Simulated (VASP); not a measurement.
# BaTiO3 (R3m) in VASP: a series of runs

The runs below take BaTiO3 through single point, with PBE+U.

Program: VASP 6.6.1. These are calculated values, not measurements. Logs are shortened: lines on timing, memory, paths and dates and some standing lists are left out, and cuts for length are marked.

### Step 1. The cell of the first run

Symmetry: R3m, No. 160, trigonal system. Conventional cell: a = 5.549 Å, b = 5.549 Å, c = 7.144 Å, α = 90.00°, β = 90.00°, γ = 120.00°. Ba (site symmetry 3m) has 12 O at 2.78 to 2.95 Å and 8 Ti at 3.39 to 3.64 Å within 3.7 Å. Within 2.5 Å of Ti (site symmetry 3m) lie 6 O at 1.87 to 2.13 Å. O (site symmetry m) has 2 Ti at 1.87 to 2.13 Å within 2.5 Å.

### Step 2. Single point, PBE+U (strain -0.030 along x and y, +0.015 along z)

INCAR reads:

```
SYSTEM = BaTiO3
PREC     = Accurate       ! precision mode
ENCUT    = 520            ! plane-wave cutoff, eV
EDIFF    = 1E-6           ! SCF threshold, eV
ISMEAR   = 0              ! smearing method
SIGMA    = 0.05           ! smearing width, eV
LREAL    = .False.        ! projectors in reciprocal space
LASPH    = .True.         ! aspherical terms in the spheres
NELM     = 150            ! most SCF steps
ALGO     = Normal         ! electronic algorithm
ISIF     = 2              ! what is computed and relaxed
LWAVE    = .False.        ! write WAVECAR
LCHARG   = .False.        ! write CHGCAR
LMAXMIX  = 4              ! l up to which the mixer works
LDAU     = .True.         ! DFT+U
LDAUTYPE = 2            
LDAUL    = -1 2 -1        ! shell
LDAUU    = 0 4 0          ! U, eV
LDAUJ    = 0 0 0        
LDAUPRINT= 1            
GGA      = PE             ! functional
NBANDS   = 28             ! bands
```

KPOINTS reads:

```
Automatic mesh
0
Gamma
  6 6 6
  0 0 0
```

POSCAR reads:

```
BaTiO3
1.0
    2.7745609226      1.6018934955      2.3812443820
   -2.7745609226      1.6018934955      2.3812443820
    0.0000000000     -3.2037869911      2.3812443820
Ba Ti O
1 1 3
Direct
    0.0026800181      0.0026800181      0.0026800181
    0.5127992509      0.5127992509      0.5127992509
    0.4903227049      0.4903227049      0.9825753212
    0.4903227049      0.9825753212      0.4903227049
    0.9825753212      0.4903227049      0.4903227049
```

Potentials or basis: VASP PAW PBE potentials, release 64 (Ba_sv, Ti_sv, O).

On the command line:

```bash
$ cat potpaw_PBE.64/Ba_sv/POTCAR potpaw_PBE.64/Ti_sv/POTCAR potpaw_PBE.64/O/POTCAR > POTCAR
$ mpirun -np 1 vasp_std > vasp.out
```

OUTCAR:

```text
SYSTEM = BaTiO3
   PREC = Accurate
   ENCUT = 520
   EDIFF = 1E-6
   ISMEAR = 0
   LREAL = .False.
   LASPH = .True.
   NELM = 150
   ISIF = 2
   GGA = PE

 ion  position               nearest neighbor table
   1  0.003  0.003  0.003-   5 2.78   4 2.78   4 2.78   5 2.78   3 2.78   3 2.78   3 2.80   4 2.80
                             5 2.80   3 2.95   4 2.95   5 2.95   2 3.39   2 3.39   2 3.39   2 3.44
   2  0.513  0.513  0.513-   4 1.87   5 1.87   3 1.87   4 2.13   5 2.13   3 2.13   1 3.39   1 3.39
                             1 3.39   1 3.44   1 3.44   1 3.44   1 3.50   1 3.64
   3  0.490  0.490  0.983-   2 1.87   2 2.13   1 2.78   1 2.78   1 2.80   1 2.95
   4  0.490  0.983  0.490-   2 1.87   2 2.13   1 2.78   1 2.78   1 2.80   1 2.95
   5  0.983  0.490  0.490-   2 1.87   2 2.13   1 2.78   1 2.78   1 2.80   1 2.95

  LATTYP: Found a trigonal (rhomboedric) cell.
 ALAT       =     3.9918136092
 COS(alpha) =     0.0337755625

  Lattice vectors:

 A1 = (   2.7745609226,   1.6018934955,   2.3812443820)
 A2 = (  -2.7745609226,   1.6018934955,   2.3812443820)
 A3 = (   0.0000000000,  -3.2037869911,   2.3812443820)

Analysis of symmetry for initial positions (statically):
=====================================================================
 Subroutine PRICEL returns:
 Original cell was already a primitive cell.

 Routine SETGRP: Setting up the symmetry group for a
 trigonal (rhombohedral) supercell.

 Subroutine GETGRP returns: Found  6 space group operations
 (whereof  6 operations were pure point group operations)
 out of a pool of 12 trial point group operations.

The static configuration has the point symmetry C_3v.

Analysis of symmetry for dynamics (positions and initial velocities):
=====================================================================
 Subroutine PRICEL returns:
 Original cell was already a primitive cell.

 Routine SETGRP: Setting up the symmetry group for a
 trigonal (rhombohedral) supercell.

 Subroutine GETGRP returns: Found  6 space group operations
 (whereof  6 operations were pure point group operations)
 out of a pool of 12 trial point group operations.

The dynamic configuration has the point symmetry C_3v.

 Subroutine INISYM returns: Found  6 space group operations
 (whereof  6 operations are pure point group operations),
 and found     1 'primitive' translations

----------------------------------------------------------------------------------------

                                     Primitive cell

  volume of cell :      63.5014

  direct lattice vectors                    reciprocal lattice vectors
     2.774560923  1.601893495  2.381244382     0.180208694  0.104043538  0.139982832
    -2.774560923  1.601893495  2.381244382    -0.180208694  0.104043538  0.139982832
     0.000000000 -3.203786991  2.381244382     0.000000000 -0.208087076  0.139982832

  length of vectors
     3.991813609  3.991813609  3.991813609     0.250789602  0.250789602  0.250789602

  position of ions in fractional coordinates (direct lattice)
     0.002680018  0.002680018  0.002680018
     0.512799251  0.512799251  0.512799251
     0.490322705  0.490322705  0.982575321
     0.490322705  0.982575321  0.490322705
     0.982575321  0.490322705  0.490322705

  ion indices of the primitive-cell ions
   primitive index   ion index
                 1           1
                 2           2
                 3           3
                 4           4
                 5           5

----------------------------------------------------------------------------------------

[... 31 lines left out ...]
  0.333333  0.166667 -0.000000     12.000000
[... 16 lines left out ...]
  0.500000  0.500000  0.166667      6.000000
 -0.333333  0.500000  0.166667     12.000000
 [... further k-points ...]
   k-points           NKPTS =     32   k-points in BZ     NKDIM =     32   number of bands    NBANDS=     28
   number of dos      NEDOS =    301   number of ions     NIONS =      5
   total plane-waves  NPLWV =  27000
   dimension x,y,z NGX =    30 NGY =   30 NGZ =   30
   dimension x,y,z NGXF=    60 NGYF=   60 NGZF=   60
   ions per type =               1   1   3
   NGX,Y,Z   is equivalent  to a cutoff of  12.49, 12.49, 12.49 a.u.
   NGXF,Y,Z  is equivalent  to a cutoff of  24.99, 24.99, 24.99 a.u.
 SYSTEM =  BaTiO3
   PREC   = accura    normal or accurate (medium, high low for compatibility)
   ISTART =      0    job   : 0-new  1-cont  2-samecut
   ICHARG =      2    charge: 1-file 2-atom 10-const
   ISPIN  =      1    spin polarized calculation?
   LNONCOLLINEAR =      F non collinear calculations
   LSORBIT =      F    spin-orbit coupling
   LASPH  =      T    aspherical Exc in radial PAW
   ENCUT  =  520.0 eV  38.22 Ry    6.18 a.u.   7.42  7.42  7.42*2*pi/ulx,y,z
   NELM   =    150;   NELMIN=  2; NELMDL= -5     # of ELM steps
   EDIFF  = 0.1E-05   stopping-criterion for ELM
   LREAL  =      F    real-space projection
[... 7 lines left out ...]
   TEBEG  =    0.0;   TEEND  =   0.0 temperature during run
   PSTRESS=    0.0 pullay stress
   NELECT =      40.0000    total number of electrons
   NUPDOWN=      -1.0000    fix difference up-down
   EMIN   =  10.00;   EMAX   =-10.00  energy-range for DOS
   EFERMI =   0.00;   METHOD = LEGACY
   ISMEAR =     0;   SIGMA  =   0.05  broadening in eV -4-tet -1-fermi 0-gaus
   EFERMI_NEDOS =   21; number of points for ismear=-14 and -15
   IALGO  =     38    algorithm
   IMIX   =      4    mixing-type and parameters
     AMIX     =   0.40;   BMIX     =  1.00
     AMIX_MAG =   1.60;   BMIX_MAG =  1.00
  volume/ion in A,a.u.               =      12.70        85.71
  Fermi-wavevector in a.u.,A,eV,Ry     =   1.403354  2.651954 26.795333  1.969401
  Thomas-Fermi vector in A             =   2.526024
   LORBIT       =      0    0 simple, 1 ext, 2 COOP (PROOUT), +10 PAW based schemes
 LDA+U is selected, type is set to LDAUTYPE =  2
   angular momentum for each species LDAUL =    -1    2   -1
   U (eV)           for each species LDAUU =   0.0  4.0  0.0
   J (eV)           for each species LDAUJ =   0.0  0.0  0.0
   GGA     = PE    functional components
   LHFCALC =     F    Hartree Fock is set to
   AEXX    =    0.0000 exact exchange contribution
   IVDW    =     0    specifies the selected vdW correction
   LEPSILON=     F    determine dielectric tensor
   LRPA    =     F    only Hartree local field effects (RPA)
 non-spin polarized calculation
 Gauss-broadening in eV      SIGMA  =   0.05
  energy-cutoff  :      520.00
  volume of cell :       63.50
 maximum number of plane-waves:      1737
 NGX is ok and might be reduce to    30
   NGX = 15   NGY = 15   NGZ = 15

atom =   2  type =  2  l = 2

 onsite density matrix

spin component  1

  0.1633  0.0000 -0.0000  0.0662 -0.0000
  0.0000  0.2006 -0.0000  0.0000  0.0662
 -0.0000 -0.0000  0.1098 -0.0000 -0.0000
  0.0662  0.0000 -0.0000  0.2006  0.0000
 -0.0000  0.0662 -0.0000  0.0000  0.1633

spin component  2

  0.1633  0.0000 -0.0000  0.0662 -0.0000
  0.0000  0.2006 -0.0000  0.0000  0.0662
 -0.0000 -0.0000  0.1098 -0.0000 -0.0000
  0.0662  0.0000 -0.0000  0.2006  0.0000
 -0.0000  0.0662 -0.0000  0.0000  0.1633

 occupancies and eigenvectors

  o =  0.1098  v =  0.0000  0.0000 -1.0000  0.0000 -0.0000  0.0000  0.0000  0.0000  0.0000  0.0000      0.0000  0.0000  0.0000  0.0000  0.0000  0.0000  0.0000  0.0000  0.0000  0.0000
  o =  0.1098  v =  0.0000  0.0000  0.0000  0.0000  0.0000  0.0000  0.0000 -1.0000  0.0000 -0.0000      0.0000  0.0000  0.0000  0.0000  0.0000  0.0000  0.0000  0.0000  0.0000  0.0000
  o =  0.1132  v =  0.0000 -0.6035 -0.0000  0.0000  0.7974  0.0000  0.0000  0.0000  0.0000  0.0000      0.0000  0.0000  0.0000  0.0000  0.0000  0.0000  0.0000  0.0000  0.0000  0.0000
  o =  0.1132  v =  0.0000  0.0000  0.0000  0.0000  0.0000  0.0000 -0.6035 -0.0000  0.0000  0.7974      0.0000  0.0000  0.0000  0.0000  0.0000  0.0000  0.0000  0.0000  0.0000  0.0000
  o =  0.1132  v =  0.0000  0.0000  0.0000  0.0000  0.0000 -0.7974  0.0000 -0.0000  0.6035 -0.0000      0.0000  0.0000  0.0000  0.0000  0.0000  0.0000  0.0000  0.0000  0.0000  0.0000
  o =  0.1132  v = -0.7974  0.0000 -0.0000  0.6035 -0.0000  0.0000  0.0000  0.0000  0.0000  0.0000      0.0000  0.0000  0.0000  0.0000  0.0000  0.0000  0.0000  0.0000  0.0000  0.0000
  o =  0.2507  v =  0.0000  0.0000  0.0000  0.0000  0.0000 -0.6035  0.0000  0.0000 -0.7974  0.0000      0.0000  0.0000  0.0000  0.0000  0.0000  0.0000  0.0000  0.0000  0.0000  0.0000
  o =  0.2507  v = -0.6035  0.0000  0.0000 -0.7974  0.0000  0.0000  0.0000  0.0000  0.0000  0.0000      0.0000  0.0000  0.0000  0.0000  0.0000  0.0000  0.0000  0.0000  0.0000  0.0000
  o =  0.2507  v =  0.0000 -0.7974  0.0000  0.0000 -0.6035  0.0000  0.0000  0.0000  0.0000  0.0000      0.0000  0.0000  0.0000  0.0000  0.0000  0.0000  0.0000  0.0000  0.0000  0.0000
  o =  0.2507  v =  0.0000  0.0000  0.0000  0.0000  0.0000  0.0000 -0.7974  0.0000  0.0000 -0.6035      0.0000  0.0000  0.0000  0.0000  0.0000  0.0000  0.0000  0.0000  0.0000  0.0000

 number of electron      40.0000006 magnetization

 Free energy of the ion-electron system (eV)
  ---------------------------------------------------
  ext. energy  EPLUGINS =         0.00000000
  ---------------------------------------------------
  free energy    TOTEN  =       -37.08493243 eV

  energy without entropy =      -37.08493243  energy(sigma->0) =      -37.08493243

 E-fermi :   4.2458     XC(G=0): -11.3001

 val. band max:        3.9999676164   @ k =   0.5000   0.5000   0.5000
 cond. band min:       6.6935857979   @ k =   0.0000   0.0000   0.0000
 fundamental gap:      2.6936181815
 Fermi energy:         4.2458355582

 k-point     1 :       0.0000    0.0000    0.0000
  band No.  band energies     occupation
      1     -53.3483      2.00000
      2     -29.5672      2.00000
      3     -29.5672      2.00000
      4     -29.5342      2.00000
      5     -20.7896      2.00000
      6     -12.9219      2.00000
[... 733 lines left out ...]
     27      12.2263      0.00000
     28      12.6668      0.00000

 [... further k-points ...]
[... 5 lines left out ...]
  --------------------------------------------------------------------------------------
  -------------------------------------------------------------------------------------
  Total        6.5374844      6.5374844      1.8233746      0.0000000     -0.0000000      0.0000000
  in kB      164.9446095    164.9446095     46.0048224      0.0000000     -0.0000000      0.0000000
  external PRESSURE =     125.2980138 kB  Pullay stress =       0.0000000 kB

 VOLUME and BASIS-vectors are now :
 -----------------------------------------------------------------------------
  energy-cutoff  :      520.00
  volume of cell :       63.50
      direct lattice vectors                 reciprocal lattice vectors
     2.774560923  1.601893495  2.381244382     0.180208694  0.104043538  0.139982832
    -2.774560923  1.601893495  2.381244382    -0.180208694  0.104043538  0.139982832
     0.000000000 -3.203786991  2.381244382     0.000000000 -0.208087076  0.139982832

 POSITION                                       TOTAL-FORCE (eV/Angst)
 -----------------------------------------------------------------------------------
      0.00000     -0.00000      0.01915        -0.000000      0.000000     -0.034902
      0.00000     -0.00000      3.66330        -0.000000      0.000000     -1.031501
      0.00000     -1.57707      4.67491        -0.000000     -0.679368      0.355468
     -1.36578      0.78854      4.67491        -0.588350      0.339684      0.355468
      1.36578      0.78854      4.67491         0.588350      0.339684      0.355468
 -----------------------------------------------------------------------------------
    total drift:                               -0.000000      0.000001     -0.000230

  FREE ENERGIE OF THE ION-ELECTRON SYSTEM (eV)
  ---------------------------------------------------
  free  energy   TOTEN  =       -37.0849324279 eV

  energy  without entropy=      -37.0849324279  energy(sigma->0) =      -37.08493243
```

It took 2.1 min on 1 thread of Intel Xeon 8259CL, shared host; peak memory 0.21 GiB.

What came out:

| Quantity | Value |
| --- | --- |
| Free energy | -37.0849 eV |
| Pressure | 12.5 GPa |
| Largest force | 1.032 eV/Å |
| Band gap on the k mesh | 2.69 eV (least direct gap 2.98 eV) |

Forces in eV/Å, atoms in the order of the input:
```
Ba   0.000  0.000 -0.035
Ti   0.000  0.000 -1.032
O    0.000 -0.679  0.355
O   -0.588  0.340  0.355
O    0.588  0.340  0.355
```

Stress tensor (GPa, compression positive):
```
16.49  0.00  0.00
 0.00 16.49  0.00
 0.00  0.00  4.60
```

Eigenvalues of the final occupation matrices:
```
    site  spin  trace               eigenvalues
site 2 d     1   0.84  0.11 0.11 0.11 0.25 0.25
site 2 d     2   0.84  0.11 0.11 0.11 0.25 0.25
```

Caveat: the cell differs from its parent crystal (strain -0.030 along x and y, +0.015 along z); the stress differs along the axes, from 5 to 16 GPa; spin-orbit coupling is left out, which moves the levels of the heavy elements; forces of over 1 eV/Å act on the atoms, so gaps and moduli don't describe the material at rest.

### Step 3. Single point, PBE+U (strain -0.030 along x and y, +0.030 along z)

INCAR reads:

```
PREC = Accurate ; ENCUT = 520
EDIFF = 1E-7 ; ISMEAR = 0
SIGMA = 0.05 ; LREAL = False
LASPH = True ; NELM = 150
ALGO = Normal ; ISIF = 2
LWAVE = False ; LCHARG = False
LMAXMIX = 4 ; LDAU = True
LDAUTYPE = 2 ; LDAUL = -1 2 -1
LDAUU = 0 4 0 ; LDAUJ = 0 0 0
LDAUPRINT = 1 ; GGA = PE
NBANDS = 28
```

KPOINTS reads:

```
regular mesh
0
Gamma
  6 6 6
```

Edit POSCAR of step 2 so:

```diff
@@ -2,5 +2,5 @@
 1.0
-    2.7745609226      1.6018934955      2.3812443820
-   -2.7745609226      1.6018934955      2.3812443820
-    0.0000000000     -3.2037869911      2.3812443820
+    2.7745609226      1.6018934955      2.4164351857
+   -2.7745609226      1.6018934955      2.4164351857
+    0.0000000000     -3.2037869911      2.4164351856
 Ba Ti O
```

Potentials or basis: VASP PAW PBE potentials, release 64 (Ba_sv, Ti_sv, O).

On the command line:

```bash
$ cat potpaw_PBE.64/Ba_sv/POTCAR potpaw_PBE.64/Ti_sv/POTCAR potpaw_PBE.64/O/POTCAR > POTCAR
$ mpirun -np 1 vasp_std > vasp.out
```

It took 2.4 min on 1 thread of Intel Xeon 8259CL, shared host; peak memory 0.21 GiB.

Results (log left out):

| Property | Result |
| --- | --- |
| Free energy | -37.0990 eV |
| Pressure | 9.8 GPa |
| Largest force | 0.819 eV/Å |
| Band gap on the k mesh | 2.62 eV (least direct gap 2.89 eV) |

Forces on the atoms (eV/Å):
```
Ba   0.000  0.000  0.001
Ti   0.000  0.000 -0.819
O    0.000 -0.600  0.273
O   -0.520  0.300  0.273
O    0.520  0.300  0.273
```

Stress tensor (GPa, compression positive):
```
14.73  0.00  0.00
 0.00 14.73  0.00
 0.00  0.00 -0.09
```

Levels at points of the mesh, in eV from the valence-band top:
| k point | band 16 | band 17 | band 18 | band 19 | band 20 | band 21 | band 22 | band 23 | band 24 | band 25 |
| --- | --- | --- | --- | --- | --- | --- | --- | --- | --- | --- |
| (0.00, 0.00, 0.00) | -1.36 | -0.95 | -0.72 | -0.28 | -0.28 | 2.62 | 2.62 | 2.93 | 4.38 | 4.38 |
| (0.50, 0.00, 0.00) | -2.03 | -1.67 | -1.60 | -1.13 | -0.73 | 2.88 | 4.18 | 4.18 | 4.35 | 5.99 |
| (0.50, 0.50, 0.00) | -2.60 | -1.78 | -0.98 | -0.81 | -0.10 | 4.16 | 4.25 | 4.56 | 4.92 | 7.68 |
| (0.50, 0.50, 0.50) | -2.20 | -2.20 | -0.07 | 0.00 | 0.00 | 4.79 | 4.79 | 4.79 | 6.37 | 6.37 |

Eigenvalues of the final occupation matrices:
```
    site  spin  trace               eigenvalues
site 2 d     1   0.83  0.11 0.11 0.11 0.25 0.25
site 2 d     2   0.83  0.11 0.11 0.11 0.25 0.25
```

Caveat: the cell differs from its parent crystal (strain -0.030 along x and y, +0.030 along z); the stress differs along the axes, from -0 to 15 GPa; spin-orbit coupling is left out, which moves the levels of the heavy elements. A k mesh can miss the band edges.

### Step 4. Single point, PBE+U (strain -0.015 along x and y, +0.030 along z)

INCAR reads:

```
ALGO = Normal
EDIFF = 1E-6
ENCUT = 1340
GGA = PE
GGA_COMPAT = F
ISIF = 2
ISMEAR = 0
LASPH = T
LCHARG = F
LDAU = T
LDAUJ = 0 0 0
LDAUL = -1 2 -1
LDAUPRINT = 1
LDAUTYPE = 2
LDAUU = 0 4 0
LMAXMIX = 4
LREAL = F
LWAVE = F
NBANDS = 28
NELM = 200
PREC = Accurate
SIGMA = 0.05
```

KPOINTS reads:

```
k-points
0
Gamma
  6 6 6
```

Edit POSCAR of step 3 so:

```diff
@@ -2,5 +2,5 @@
 1.0
-    2.7745609226      1.6018934955      2.4164351857
-   -2.7745609226      1.6018934955      2.4164351857
-    0.0000000000     -3.2037869911      2.4164351856
+    2.8174665038      1.6266650444      2.4164351857
+   -2.8174665038      1.6266650444      2.4164351857
+    0.0000000000     -3.2533300889      2.4164351856
 Ba Ti O
```

Potentials or basis: VASP PAW PBE potentials, release 64 (Ba_sv, Ti_sv, O_h).

On the command line:

```bash
$ cat potpaw_PBE.64/Ba_sv/POTCAR potpaw_PBE.64/Ti_sv/POTCAR potpaw_PBE.64/O_h/POTCAR > POTCAR
$ mpirun -np 1 vasp_std > vasp.out
```

Run time: 2.4 min. Hardware: 1 thread of AMD EPYC 9R45 (Zen 5), shared host; peak memory 0.47 GiB.

It converged, with:

```
Free energy            : -37.2691 eV
Pressure               : 3.8 GPa
Largest force          : 0.478 eV/Å
Band gap on the k mesh : 2.58 eV (least direct gap 2.90 eV)
```

Forces in eV/Å, atoms in the order of the input:
```
Ba   0.000  0.000  0.005
Ti   0.000  0.000 -0.478
O    0.000 -0.363  0.158
O   -0.314  0.181  0.158
O    0.314  0.181  0.158
```

Stress tensor (GPa, compression positive):
```
 7.22  0.00  0.00
 0.00  7.22  0.00
 0.00  0.00 -3.10
```

Levels at points of the mesh, in eV from the valence-band top:
| k point | band 17 | band 18 | band 19 | band 20 | band 21 | band 22 | band 23 | band 24 |
| --- | --- | --- | --- | --- | --- | --- | --- | --- |
| (0.00, 0.00, 0.00) | -0.93 | -0.65 | -0.32 | -0.32 | 2.58 | 2.58 | 2.83 | 4.19 |
| (0.50, 0.00, 0.00) | -1.61 | -1.57 | -1.06 | -0.76 | 2.80 | 4.02 | 4.05 | 4.16 |
| (0.50, 0.50, 0.00) | -1.78 | -0.96 | -0.83 | -0.09 | 4.02 | 4.09 | 4.40 | 4.71 |
| (0.50, 0.50, 0.50) | -2.23 | -0.04 | 0.00 | 0.00 | 4.59 | 4.62 | 4.62 | 6.28 |

Eigenvalues of the final occupation matrices:
```csv
site,spin,trace,eigenvalues
site 2 d,1,0.81,0.11 0.11 0.11 0.24 0.24
site 2 d,2,0.81,0.11 0.11 0.11 0.24 0.24
```

Caveat: the cell differs from its parent crystal (strain -0.015 along x and y, +0.030 along z); the stress differs along the axes, from -3 to 7 GPa; spin-orbit coupling is left out, which moves the levels of the heavy elements.

### Step 5. The runs side by side

| potentials or basis | cell | cutoff (eV) | gap on the mesh (eV) | pressure (GPa) | largest force (eV/Å) |
| --- | --- | --- | --- | --- | --- |
| VASP PAW PBE potentials, release 64 (Ba_sv, Ti_sv, O) | a = 3.992 Å, angles 88.1°, 5 atoms | 520 | 2.69 | 12.5 | 1.03 |
| VASP PAW PBE potentials, release 64 (Ba_sv, Ti_sv, O) | a = 4.013 Å, angles 87.5°, 5 atoms | 520 | 2.62 | 9.8 | 0.82 |
| VASP PAW PBE potentials, release 64 (Ba_sv, Ti_sv, O_h) | a = 4.053 Å, angles 88.1°, 5 atoms | 1340 | 2.58 | 3.8 | 0.48 |

Alike in all rows: task single point; level PBE+U; no spin polarisation; Ti d U = 4.0 eV; k mesh 6 × 6 × 6; smearing gaussian 0.05 eV.

Caveats: spin-orbit coupling is left out, which moves the levels of the heavy elements; the stress differs along the axes, from 5 to 16 GPa (at least some runs); forces of over 1 eV/Å act on the atoms, so gaps and moduli don't describe the material at rest (at least some runs); the stress differs along the axes, from -0 to 15 GPa (at least some runs); the stress differs along the axes, from -3 to 7 GPa (at least some runs).

Total energies depend on the potentials used, so only differences within one code and one set of settings carry meaning.
